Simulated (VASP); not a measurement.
# Be24F in VASP: a series of runs

The runs below take Be24F through single point, with PBE.

All numbers are computed with VASP 6.6.1; they aren't measurements. Logs are shortened: lines on timing, memory, paths and dates and some standing lists are left out, and cuts for length are marked.

### Step 1. The cell of the first run

The cell holds a slab with vacuum, 25 atoms: a = 4.525 Å, b = 7.134 Å, c = 19.869 Å, α = 90.00°, β = 90.00°, γ = 90.00°.

### Step 2. Single point, PBE

Input file INCAR:

```
PREC = Accurate
ENCUT = 520
EDIFF = 1E-6
ISMEAR = 0
SIGMA = 0.1
LREAL = Auto
LASPH = T
NELM = 100
ALGO = Fast
ISIF = 2
LWAVE = F
LCHARG = T
LDIPOL = T
IDIPOL = 3
DIPOL = 0.5 0.5 0.321
GGA = PE
LELF = T
LVHAR = T
LVACPOTAV = T
NBANDS = 46
```

Input file KPOINTS:

```
Automatic mesh
0
Gamma
  6 4 1
```

Input file POSCAR:

```
Be24F
1.0
    4.5254381414      0.0000000000      0.0000000000
    0.0000000000      7.1336190818      0.0000000000
    0.0000000000      0.0000000000     19.8685529777
Be F
24 1
Direct
    0.0000000000      0.3750000000      0.2013231665
    0.0000000000      0.8750000000      0.2013231665
    0.5000000000      0.3750000000      0.2013231665
    0.5000000000      0.8750000000      0.2013231665
    0.2500000000      0.1250000000      0.2341987732
    0.2500000000      0.6250000000      0.2341987732
    0.7500000000      0.1250000000      0.2341987732
    0.7500000000      0.6250000000      0.2341987732
    0.2500000000      0.3750000000      0.2999499865
    0.2500000000      0.8750000000      0.2999499865
    0.7500000000      0.3750000000      0.2999499865
    0.7500000000      0.8750000000      0.2999499865
    0.0000000000      0.1250000000      0.3268353583
    0.0000000000      0.6250000000      0.3268353583
    0.5000000000      0.1250000000      0.3268353583
    0.5000000000      0.6250000000      0.3268353583
    0.0000000000      0.3750000000      0.3993099146
    0.0000000000      0.8750000000      0.3993099146
    0.5000000000      0.3750000000      0.3993099146
    0.5000000000      0.8750000000      0.3993099146
    0.2500000000      0.1250000000      0.4211958962
    0.2500000000      0.6250000000      0.4211958962
    0.7500000000      0.1250000000      0.4211958962
    0.7500000000      0.6250000000      0.4211958962
    0.2500000000      0.1875000000      0.4936106733
```

Potentials or basis: VASP PAW PBE potentials, release 64 (Be, F).

The run is started by

```sh
> cat potpaw_PBE.64/Be/POTCAR potpaw_PBE.64/F/POTCAR > POTCAR
> mpirun -np 1 vasp_std > vasp.out
```

OUTCAR:

```text
PREC = Accurate
   ENCUT = 520
   EDIFF = 1E-6
   ISMEAR = 0
   LREAL = Auto
   LASPH = T
   NELM = 100
   ISIF = 2
   GGA = PE

 ion  position               nearest neighbor table
   1  0.000  0.375  0.201-   5 2.21   6 2.21   7 2.21   8 2.21   3 2.26   3 2.26  11 2.26   9 2.26

   2  0.000  0.875  0.201-   5 2.21   6 2.21   7 2.21   8 2.21   4 2.26   4 2.26  12 2.26  10 2.26

   3  0.500  0.375  0.201-   5 2.21   6 2.21   7 2.21   8 2.21   1 2.26   1 2.26  11 2.26   9 2.26
[... 39 lines left out ...]
  23  0.750  0.125  0.421-  17 2.16  18 2.16  19 2.16  20 2.16  13 2.19  15 2.19  21 2.26  21 2.26

  24  0.750  0.625  0.421-  17 2.16  18 2.16  19 2.16  20 2.16  14 2.19  16 2.19  22 2.26  22 2.26

  25  0.250  0.188  0.494-  21 1.51

  LATTYP: Found a simple orthorhombic cell.
 ALAT       =     4.5254381414
 B/A-ratio  =     1.5763377730
 C/A-ratio  =     4.3904153271

  Lattice vectors:

 A1 = (   4.5254381414,   0.0000000000,   0.0000000000)
 A2 = (   0.0000000000,   7.1336190818,   0.0000000000)
 A3 = (   0.0000000000,   0.0000000000,  19.8685529777)

Analysis of symmetry for initial positions (statically):
=====================================================================
 Subroutine PRICEL returns:
 Original cell was already a primitive cell.

 Routine SETGRP: Setting up the symmetry group for a
 simple orthorhombic supercell.

 Subroutine GETGRP returns: Found  2 space group operations
 (whereof  1 operations were pure point group operations)
 out of a pool of  8 trial point group operations.

The static configuration has the point symmetry C_1 .
 The point group associated with its full space group is C_1h.

Analysis of symmetry for dynamics (positions and initial velocities):
=====================================================================
 Subroutine PRICEL returns:
 Original cell was already a primitive cell.

 Routine SETGRP: Setting up the symmetry group for a
 simple orthorhombic supercell.

 Subroutine GETGRP returns: Found  2 space group operations
 (whereof  1 operations were pure point group operations)
 out of a pool of  8 trial point group operations.

The dynamic configuration has the point symmetry C_1 .
 The point group associated with its full space group is C_1h.

 Subroutine INISYM returns: Found  2 space group operations
 (whereof  1 operations are pure point group operations),
[... 137 lines left out ...]
   POTIM  = 0.5000    time-step for ionic-motion
   TEBEG  =    0.0;   TEEND  =   0.0 temperature during run
   PSTRESS=    0.0 pullay stress
   NELECT =      55.0000    total number of electrons
   NUPDOWN=      -1.0000    fix difference up-down
   EMIN   =  10.00;   EMAX   =-10.00  energy-range for DOS
   EFERMI =   0.00;   METHOD = LEGACY
   ISMEAR =     0;   SIGMA  =   0.10  broadening in eV -4-tet -1-fermi 0-gaus
   EFERMI_NEDOS =   21; number of points for ismear=-14 and -15
   IALGO  =     68    algorithm
   IMIX   =      4    mixing-type and parameters
     AMIX     =   0.40;   BMIX     =  1.00
     AMIX_MAG =   1.60;   BMIX_MAG =  1.00
  volume/ion in A,a.u.               =      25.66       173.14
  Fermi-wavevector in a.u.,A,eV,Ry     =   0.721911  1.364213  7.090745  0.521155
  Thomas-Fermi vector in A             =   1.811739
   LORBIT       =      0    0 simple, 1 ext, 2 COOP (PROOUT), +10 PAW based schemes
   GGA     = PE    functional components
   LHFCALC =     F    Hartree Fock is set to
   AEXX    =    0.0000 exact exchange contribution
   IVDW    =     0    specifies the selected vdW correction
   LEPSILON=     F    determine dielectric tensor
   LRPA    =     F    only Hartree local field effects (RPA)
 non-spin polarized calculation
 RMM-DIIS sequential band-by-band and
 Gauss-broadening in eV      SIGMA  =   0.10
  energy-cutoff  :      520.00
  volume of cell :      641.41
 maximum number of plane-waves:     17327
 NGX is ok and might be reduce to    36
   NGX = 17   NGY = 27   NGZ = 73

 dipolmoment           0.000000      0.000000     -0.000001 electrons x Angstroem

 number of electron      54.9999997 magnetization

 dipolmoment           0.000000      0.000000      0.244998 electrons x Angstroem

 Free energy of the ion-electron system (eV)
  ---------------------------------------------------
  ext. energy  EPLUGINS =         0.00000000
  ---------------------------------------------------
  free energy    TOTEN  =       -88.07743746 eV

  energy without entropy =      -88.05112194  energy(sigma->0) =      -88.06427970

 E-fermi :  -1.5505     XC(G=0):  -4.2093

 val. band max:       -1.5538892482   @ k =   0.3333   0.0000   0.0000
 cond. band min:      -1.5225008753   @ k =   0.5000   0.2500   0.0000
 fundamental gap:      0.0313883729
 Fermi energy:        -1.5504575576

 k-point     1 :       0.0000    0.0000    0.0000
  band No.  band energies     occupation
      1     -24.5234      2.00000
      2     -11.7423      2.00000
      3      -9.6681      2.00000
      4      -9.6225      2.00000
      5      -9.5823      2.00000
      6      -7.6511      2.00000
[... 493 lines left out ...]
     38       3.0848      0.00000
     39       3.0902      0.00000
 [bands above 39 left out]

------------------------ aborting loop because EDIFF is reached ----------------------------------------

  FORCE on cell =-STRESS in cart. coord.  units (eV):
  Direction    XX          YY          ZZ          XY          YZ          ZX
  --------------------------------------------------------------------------------------
  -------------------------------------------------------------------------------------
  Total        2.3932394     -4.4988837     -0.5862363      0.0000000     -0.6278192      0.0000000
  in kB        5.9780555    -11.2377292     -1.4643556      0.0000000     -1.5682250      0.0000000
  external PRESSURE =      -2.2413431 kB  Pullay stress =       0.0000000 kB

 VOLUME and BASIS-vectors are now :
 -----------------------------------------------------------------------------
  energy-cutoff  :      520.00
  volume of cell :      641.41
      direct lattice vectors                 reciprocal lattice vectors
     4.525438141  0.000000000  0.000000000     0.220973079  0.000000000  0.000000000
     0.000000000  7.133619082  0.000000000     0.000000000  0.140181300  0.000000000
     0.000000000  0.000000000 19.868552978     0.000000000  0.000000000  0.050330792

 POSITION                                       TOTAL-FORCE (eV/Angst)
 -----------------------------------------------------------------------------------
      0.00000      2.67511      4.00000        -0.001545      0.010000      0.544683
      0.00000      6.24192      4.00000        -0.036699     -0.041852      0.532400
      2.26272      2.67511      4.00000         0.001545      0.010000      0.544683
      2.26272      6.24192      4.00000         0.036699     -0.041852      0.532400
      1.13136      0.89170      4.65319         0.000000      0.014685     -0.594323
      1.13136      4.45851      4.65319         0.000000     -0.034927     -0.671184
[... 17 lines left out ...]
      3.39408      4.45851      8.36855         0.000000     -0.104547      0.085704
      1.13136      1.33755      9.80733         0.000000     -0.188834      0.082536
 -----------------------------------------------------------------------------------
    total drift:                                0.000000      0.001539      0.003216

  FREE ENERGIE OF THE ION-ELECTRON SYSTEM (eV)
  ---------------------------------------------------
  free  energy   TOTEN  =       -88.0774374584 eV

  energy  without entropy=      -88.0511219418  energy(sigma->0) =      -88.06427970

 vacuum level on the upper side and lower side of the slab         4.267         2.894
```

OSZICAR:

```text
N       E                     dE             d eps       ncg     rms          rms(c)
DAV:   1     0.263749951297E+03    0.26375E+03   -0.18563E+04  1104   0.882E+02
DAV:   2    -0.613124222256E+02   -0.32506E+03   -0.30913E+03  1524   0.191E+02
DAV:   3    -0.941579382635E+02   -0.32846E+02   -0.31860E+02  1298   0.573E+01
[... 17 lines left out ...]
RMM:  21    -0.880774215098E+02   -0.60745E-04   -0.61702E-06  1256   0.471E-03    0.706E-04
RMM:  22    -0.880774306225E+02   -0.91127E-05   -0.16135E-06  1070   0.215E-03    0.489E-04
RMM:  23    -0.880774353292E+02   -0.47068E-05   -0.58586E-07   998   0.148E-03    0.213E-04
RMM:  24    -0.880774366912E+02   -0.13620E-05   -0.16611E-07   795   0.957E-04    0.136E-04
RMM:  25    -0.880774374584E+02   -0.76717E-06   -0.53393E-08   692   0.773E-04
   1 F= -.88077437E+02 E0= -.88064280E+02  d E =-.263155E-01
```

stdout:

```text
POSCAR found type information on POSCAR BeF
 POSCAR found :  2 types and      25 ions
 scaLAPACK will be used
 LDA part: xc-table for (Slater+PW92), standard interpolation
 POSCAR, INCAR and KPOINTS ok, starting setup
 FFT: planning ... GRIDC
 FFT: planning ... GRID_SOFT
 FFT: planning ... GRID
 WAVECAR not read
 entering main loop
 -----------------------------------------------------------------------------
|                                                                             |
|           W    W    AA    RRRRR   N    N  II  N    N   GGGG   !!!           |
|           W    W   A  A   R    R  NN   N  II  NN   N  G    G  !!!           |
|           W    W  A    A  R    R  N N  N  II  N N  N  G       !!!           |
|           W WW W  AAAAAA  RRRRR   N  N N  II  N  N N  G  GGG   !            |
|           WW  WW  A    A  R   R   N   NN  II  N   NN  G    G                |
|           W    W  A    A  R    R  N    N  II  N    N   GGGG   !!!           |
|                                                                             |
|     Did not find any points to average over, which means that no vacuum     |
|     field-free region was found. Please increase the size of  your cell     |
|     in the dimension of the dipole correction to obtain accurate            |
|     workfunction values.                                                    |
|                                                                             |
 -----------------------------------------------------------------------------
```

It took 13 min on 1 thread of AMD EPYC 9755, shared host; peak memory 0.66 GiB.

What came out:

| Item | Value |
| --- | --- |
| Free energy | -88.0774 eV |
| Largest force | 1.161 eV/Å |
| Band gap on the k mesh | zero (an odd number of electrons rules out a gap without spin polarisation) |

Forces on the atoms (eV/Å):
```
Be  -0.002  0.010  0.545
Be  -0.037 -0.042  0.532
Be   0.002  0.010  0.545
Be   0.037 -0.042  0.532
Be   0.000  0.015 -0.594
Be   0.000 -0.035 -0.671
Be   0.000  0.025 -0.610
Be   0.000  0.084 -0.795
Be   0.000 -0.039  0.185
Be   0.000 -0.049  0.070
Be   0.000  0.101 -0.019
Be   0.000 -0.046  0.049
Be   0.060  0.021  0.306
Be  -0.136  0.049 -0.020
Be  -0.060  0.021  0.306
Be   0.136  0.049 -0.020
Be  -0.385  0.396 -0.347
Be  -0.156 -0.260 -0.332
Be   0.385  0.396 -0.347
Be   0.156 -0.260 -0.332
Be   0.000 -0.125  1.155
Be   0.000  0.129 -0.005
Be   0.000 -0.116 -0.302
Be   0.000 -0.105  0.086
F    0.000 -0.189  0.083
```

[end of part 1 of 2]

The gap in the log of VASP goes by the Fermi energy; the results here count the filled bands.